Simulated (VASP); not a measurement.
# Rh (P6/mmm) in VASP: notebook

The runs below take Rh through single point, relaxation of cell and atoms, with revPBE.

Program: VASP 6.6.1. These are calculated values, not measurements. Logs are shortened: lines on timing, memory, paths and dates and some standing lists are left out, and cuts for length are marked.

## (1) The cell of the first run

The structure is hexagonal, space group P6/mmm (No. 191). Conventional cell: a = 4.358 Å, b = 4.358 Å, c = 2.675 Å, α = 90.00°, β = 90.00°, γ = 120.00°. Within 3.5 Å of Rh (site symmetry 6/mmm) lie 14 Rh at 2.68 to 2.85 Å. Within 3.3 Å of Rh (site symmetry -6m2) lie 11 Rh at 2.52 to 2.85 Å.

## (2) Single point, revPBE

Input file INCAR:

```
SYSTEM = Rh
PREC     = Accurate       ! precision mode
ENCUT    = 520            ! plane-wave cutoff, eV
EDIFF    = 1E-6           ! SCF threshold, eV
ISMEAR   = -1             ! smearing method
SIGMA    = 0.1            ! smearing width, eV
LREAL    = .False.        ! projectors in reciprocal space
LASPH    = .True.         ! aspherical terms in the spheres
NELM     = 80             ! most SCF steps
ALGO     = Normal         ! electronic algorithm
ISIF     = 2              ! what is computed and relaxed
LWAVE    = .False.        ! write WAVECAR
LCHARG   = .True.         ! write CHGCAR
GGA      = RE             ! functional
LELF     = .True.         ! ELF
LVHAR    = .True.       
NBANDS   = 30             ! bands
```

Input file KPOINTS:

```
Automatic mesh
0
Gamma
  11 11 15
  0 0 0
```

Input file POSCAR:

```
Rh
1.0
    4.3581945430      0.0000000000      0.0000000000
   -2.1790972715      3.7743071889      0.0000000000
    0.0000000000      0.0000000000      2.6753930997
Rh
3
Direct
    1.0000000000      0.0000000000      0.0000000000
    0.3333333333      0.6666666667      0.5000000000
    0.6666666667      0.3333333333      0.5000000000
```

Potentials or basis: VASP PAW PBE potentials, release 64 (Rh_pv).

The run is started by

```sh
$ cat potpaw_PBE.64/Rh_pv/POTCAR > POTCAR
$ mpirun -np 1 vasp_std > vasp.out
```

OUTCAR:

```text
SYSTEM = Rh
   PREC = Accurate
   ENCUT = 520
   EDIFF = 1E-6
   ISMEAR = -1
   LREAL = .False.
   LASPH = .True.
   NELM = 80
   ISIF = 2
   GGA = RE

 ion  position               nearest neighbor table
   1  0.000  0.000  0.000-   2 2.85   3 2.85   2 2.85   3 2.85   3 2.85   3 2.85   2 2.85   2 2.85
                             3 2.85   3 2.85   2 2.85   2 2.85
   2  0.333  0.667  0.500-   3 2.52   3 2.52   3 2.52   1 2.85   1 2.85   1 2.85   1 2.85   1 2.85
                             1 2.85
   3  0.667  0.333  0.500-   2 2.52   2 2.52   2 2.52   1 2.85   1 2.85   1 2.85   1 2.85   1 2.85
                             1 2.85

  LATTYP: Found a hexagonal cell.
 ALAT       =     4.3581945430
 C/A-ratio  =     0.6138764741

  Lattice vectors:

 A1 = (   4.3581945430,   0.0000000000,   0.0000000000)
 A2 = (  -2.1790972715,   3.7743071889,   0.0000000000)
 A3 = (   0.0000000000,   0.0000000000,   2.6753930997)

Analysis of symmetry for initial positions (statically):
=====================================================================
 Subroutine PRICEL returns:
 Original cell was already a primitive cell.

 Routine SETGRP: Setting up the symmetry group for a
 hexagonal supercell.

 Subroutine GETGRP returns: Found 24 space group operations
 (whereof 24 operations were pure point group operations)
 out of a pool of 24 trial point group operations.

The static configuration has the point symmetry D_6h.

Analysis of symmetry for dynamics (positions and initial velocities):
=====================================================================
 Subroutine PRICEL returns:
 Original cell was already a primitive cell.

 Routine SETGRP: Setting up the symmetry group for a
 hexagonal supercell.

 Subroutine GETGRP returns: Found 24 space group operations
 (whereof 24 operations were pure point group operations)
 out of a pool of 24 trial point group operations.

The dynamic configuration has the point symmetry D_6h.

 Subroutine INISYM returns: Found 24 space group operations
 (whereof 24 operations are pure point group operations),
 and found     1 'primitive' translations

----------------------------------------------------------------------------------------

                                     Primitive cell

  volume of cell :      44.0080

  direct lattice vectors                    reciprocal lattice vectors
     4.358194543  0.000000000  0.000000000     0.229452814  0.132474644  0.000000000
    -2.179097271  3.774307189  0.000000000     0.000000000  0.264949287  0.000000000
     0.000000000  0.000000000  2.675393100     0.000000000  0.000000000  0.373776848

  length of vectors
     4.358194543  4.358194543  2.675393100     0.264949287  0.264949287  0.373776848

  position of ions in fractional coordinates (direct lattice)
     0.000000000  0.000000000  0.000000000
     0.333333333  0.666666667  0.500000000
     0.666666667  0.333333333  0.500000000

  ion indices of the primitive-cell ions
   primitive index   ion index
                 1           1
                 2           2
                 3           3

----------------------------------------------------------------------------------------

 KPOINTS: Automatic mesh

Automatic generation of k-mesh.
 Grid dimensions read from file:
 generate k-points for:   11   11   15

 Generating k-lattice:

  Cartesian coordinates                     Fractional coordinates (reciprocal lattice)
     0.020859347  0.012043149  0.000000000     0.090909091  0.000000000  0.000000000
     0.000000000  0.024086299  0.000000000     0.000000000  0.090909091  0.000000000
     0.000000000  0.000000000  0.024918457     0.000000000  0.000000000  0.066666667

  Length of vectors
     0.024086299  0.024086299  0.024918457

  Shift w.r.t. Gamma in fractional coordinates (k-lattice)
     0.000000000  0.000000000  0.000000000

 Subroutine IBZKPT returns following result:
 ===========================================

 Found    128 irreducible k-points:

 Following reciprocal coordinates:
            Coordinates               Weight
  0.000000  0.000000  0.000000      1.000000
  0.090909 -0.000000  0.000000      6.000000
  0.181818 -0.000000  0.000000      6.000000
  0.272727 -0.000000  0.000000      6.000000
  0.363636 -0.000000  0.000000      6.000000
  0.454545 -0.000000  0.000000      6.000000
[... 16 lines left out ...]
  0.090909  0.090909  0.066667     12.000000
  0.181818  0.090909  0.066667     24.000000
 [... further k-points ...]
   k-points           NKPTS =    128   k-points in BZ     NKDIM =    128   number of bands    NBANDS=     30
   number of dos      NEDOS =    301   number of ions     NIONS =      3
   total plane-waves  NPLWV =  20480
   dimension x,y,z NGX =    32 NGY =   32 NGZ =   20
   dimension x,y,z NGXF=    64 NGYF=   64 NGZF=   40
   ions per type =               3
   NGX,Y,Z   is equivalent  to a cutoff of  12.21, 12.21, 12.43 a.u.
   NGXF,Y,Z  is equivalent  to a cutoff of  24.41, 24.41, 24.86 a.u.
 SYSTEM =  Rh
   PREC   = accura    normal or accurate (medium, high low for compatibility)
   ISTART =      0    job   : 0-new  1-cont  2-samecut
   ICHARG =      2    charge: 1-file 2-atom 10-const
   ISPIN  =      1    spin polarized calculation?
   LNONCOLLINEAR =      F non collinear calculations
   LSORBIT =      F    spin-orbit coupling
   LASPH  =      T    aspherical Exc in radial PAW
   ENCUT  =  520.0 eV  38.22 Ry    6.18 a.u.   8.10  8.10  4.97*2*pi/ulx,y,z
   NELM   =     80;   NELMIN=  2; NELMDL= -5     # of ELM steps
   EDIFF  = 0.1E-05   stopping-criterion for ELM
   LREAL  =      F    real-space projection
   EDIFFG = 0.1E-04   stopping-criterion for IOM
   NSW    =      0    number of steps for IOM
   IBRION =     -1    ionic relax: 0-MD 1-quasi-New 2-CG
   NFREE  =      0    steps in history (QN), initial steepest desc. (CG)
   ISIF   =      2    stress and relaxation
   ISYM   =      2    0-nonsym 1-usesym 2-fastsym
   POTIM  = 0.5000    time-step for ionic-motion
   TEBEG  =    0.0;   TEEND  =   0.0 temperature during run
   PSTRESS=    0.0 pullay stress
   NELECT =      45.0000    total number of electrons
   NUPDOWN=      -1.0000    fix difference up-down
   EMIN   =  10.00;   EMAX   =-10.00  energy-range for DOS
   EFERMI =   0.00;   METHOD = LEGACY
   ISMEAR =    -1;   SIGMA  =   0.10  broadening in eV -4-tet -1-fermi 0-gaus
   EFERMI_NEDOS =   21; number of points for ismear=-14 and -15
   IALGO  =     38    algorithm
   IMIX   =      4    mixing-type and parameters
     AMIX     =   0.40;   BMIX     =  1.00
     AMIX_MAG =   1.60;   BMIX_MAG =  1.00
  volume/ion in A,a.u.               =      14.67        98.99
  Fermi-wavevector in a.u.,A,eV,Ry     =   1.649308  3.116741 37.010812  2.720218
  Thomas-Fermi vector in A             =   2.738450
   LORBIT       =      0    0 simple, 1 ext, 2 COOP (PROOUT), +10 PAW based schemes
   GGA     = RE    functional components
   LHFCALC =     F    Hartree Fock is set to
   AEXX    =    0.0000 exact exchange contribution
   IVDW    =     0    specifies the selected vdW correction
   LEPSILON=     F    determine dielectric tensor
   LRPA    =     F    only Hartree local field effects (RPA)
 non-spin polarized calculation
  energy-cutoff  :      520.00
  volume of cell :       44.01
 maximum number of plane-waves:      1222
   NGX = 17   NGY = 17   NGZ =  9

 number of electron      44.9999997 magnetization

 Free energy of the ion-electron system (eV)
  ---------------------------------------------------
  ext. energy  EPLUGINS =         0.00000000
  ---------------------------------------------------
  free energy    TOTEN  =       -19.69621828 eV

  energy without entropy =      -19.49769088  energy(sigma->0) =      -19.59695458

 E-fermi :  10.8521     XC(G=0): -13.5246

 val. band max:       10.8514012222   @ k =   0.2727   0.1818   0.0667
 cond. band min:      10.8537020271   @ k =   0.0909   0.0909   0.4000
 fundamental gap:      0.0023008049
 Fermi energy:        10.8521023126

 k-point     1 :       0.0000    0.0000    0.0000
  band No.  band energies     occupation
      1     -36.0370      2.00000
      2     -36.0370      2.00000
      3     -35.6847      2.00000
      4     -35.6847      2.00000
      5     -35.4910      2.00000
      6     -35.3850      2.00000
[... 22 lines left out ...]
     29      19.0437      0.00000
     30      19.7415      0.00000

 k-point     2 :       0.0909   -0.0000    0.0000
  band No.  band energies     occupation
      1     -36.0458      2.00000
      2     -36.0350      2.00000
      3     -35.6723      2.00000
      4     -35.6717      2.00000
      5     -35.4881      2.00000
      6     -35.4004      2.00000
[... 22 lines left out ...]
     29      20.4130      0.00000
     30      20.4953      0.00000

 k-point     3 :       0.1818   -0.0000    0.0000
  band No.  band energies     occupation
      1     -36.0673      2.00000
      2     -36.0253      2.00000
      3     -35.6412      2.00000
      4     -35.6403      2.00000
      5     -35.4797      2.00000
      6     -35.4420      2.00000
[... 22 lines left out ...]
     29      21.2945      0.00000
     30      21.9563      0.00000

 k-point     4 :       0.2727   -0.0000    0.0000
  band No.  band energies     occupation
      1     -36.0920      2.00000
      2     -36.0010      2.00000
      3     -35.6191      2.00000
      4     -35.5983      2.00000
      5     -35.4900      2.00000
      6     -35.4674      2.00000
[... 22 lines left out ...]
     29      22.5400      0.00000
     30      23.3708      0.00000

 k-point     5 :       0.3636   -0.0000    0.0000
  band No.  band energies     occupation
      1     -36.1122      2.00000
      2     -35.9618      2.00000
      3     -35.6475      2.00000
      4     -35.5542      2.00000
      5     -35.5022      2.00000
      6     -35.4542      2.00000
[... 22 lines left out ...]
     29      24.0955      0.00000
     30      24.6265      0.00000
[... 526 lines left out ...]
     29      24.1976      0.00000
     30      24.7350      0.00000

 k-point    22 :       0.4545   -0.0000    0.0667
  band No.  band energies     occupation
      1     -36.1194      2.00000
      2     -35.9220      2.00000
      3     -35.6952      2.00000
      4     -35.5138      2.00000
      5     -35.4984      2.00000
      6     -35.4655      2.00000
[... 22 lines left out ...]
     29      25.5737      0.00000
     30      25.9492      0.00000

 k-point    23 :       0.0909    0.0909    0.0667
  band No.  band energies     occupation
      1     -36.0571      2.00000
      2     -36.0278      2.00000
      3     -35.6482      2.00000
      4     -35.6455      2.00000
      5     -35.4980      2.00000
      6     -35.4337      2.00000
[... 22 lines left out ...]
     29      20.2603      0.00000
     30      22.1979      0.00000

 k-point    24 :       0.1818    0.0909    0.0667
  band No.  band energies     occupation
      1     -36.0771      2.00000
      2     -36.0123      2.00000
      3     -35.6250      2.00000
      4     -35.6084      2.00000
      5     -35.4874      2.00000
      6     -35.4789      2.00000
[... 22 lines left out ...]
     29      21.3129      0.00000
     30      23.4723      0.00000

 [... further k-points ...]
[... 5 lines left out ...]
  --------------------------------------------------------------------------------------
  -------------------------------------------------------------------------------------
  Total        0.0467092      0.0467092     -0.0697528      0.0000000     -0.0000000      0.0000000
  in kB        1.7005198      1.7005198     -2.5394556      0.0000000     -0.0000000      0.0000000
  external PRESSURE =       0.2871947 kB  Pullay stress =       0.0000000 kB

 VOLUME and BASIS-vectors are now :
 -----------------------------------------------------------------------------
  energy-cutoff  :      520.00
  volume of cell :       44.01
      direct lattice vectors                 reciprocal lattice vectors
     4.358194543  0.000000000  0.000000000     0.229452814  0.132474644  0.000000000
    -2.179097271  3.774307189  0.000000000     0.000000000  0.264949287  0.000000000
     0.000000000  0.000000000  2.675393100     0.000000000  0.000000000  0.373776848

 POSITION                                       TOTAL-FORCE (eV/Angst)
 -----------------------------------------------------------------------------------
      0.00000      0.00000      0.00000        -0.000000      0.000000      0.000000
     -0.00000      2.51620      1.33770        -0.000000      0.000000     -0.000000
      2.17910      1.25810      1.33770         0.000000      0.000000      0.000000
 -----------------------------------------------------------------------------------
    total drift:                               -0.000000      0.000000      0.000000

  FREE ENERGIE OF THE ION-ELECTRON SYSTEM (eV)
  ---------------------------------------------------
  free  energy   TOTEN  =       -19.6962182782 eV

  energy  without entropy=      -19.4976908756  energy(sigma->0) =      -19.59695458
```

It took 4 min on 1 thread of AMD EPYC 7R13, shared host; peak memory 0.21 GiB.

What came out:

- Free energy: -19.6962 eV
- Pressure: 0.0 GPa

Stress tensor (GPa, compression positive):
```
 0.17  0.00  0.00
 0.00  0.17  0.00
 0.00  0.00 -0.25
```

Levels at points of the mesh, in eV from the Fermi level:
```csv
k point,band 20,band 21,band 22,band 23,band 24,band 25,band 26,band 27
"(0.00, 0.00, 0.00)",-1.53,-1.53,-1.46,-1.46,0.70,0.70,8.18,8.18
```

Caveat: the PAW data sets were made with another functional, which shifts forces and pressure a little.

(Part 1 of 2 ends here.)
